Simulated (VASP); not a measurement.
Crystal: RbBr.

```
Rb Br
1.0
     0.00000    3.40400    3.40400
     3.40400    0.00000    3.40400
     3.40400    3.40400    0.00000
Rb Br
1 1
Direct
  0.00000 0.00000 0.00000
  0.50000 0.50000 0.50000
```

Base run:

- Program: VASP 6.6.1
- Functional: HSE06
- Potentials or basis: VASP PAW PBE potentials, release 64 (Rb_sv, Br)
- Cutoff: 520 eV
- k mesh: 4 × 4 × 4
- Occupations: fermi-dirac, width 0.05 eV
- Spin: no spin polarisation

Its results: band gap on the k mesh 5.58 eV; pressure 1.1 GPa.

Task: The run is repeated on the same cell with these changes: functional from HSE06 to r2SCAN; k mesh from 4 × 4 × 4 to 7 × 7 × 7. What comes out?

Result: Band gap on the k mesh 5.02 eV; pressure 0.8 GPa.

Several settings changed at once.

Caveats: the PAW data sets were made with another functional, which shifts forces and pressure a little; an odd mesh through Γ misses points on the zone boundary, where band edges can lie (at least some runs).
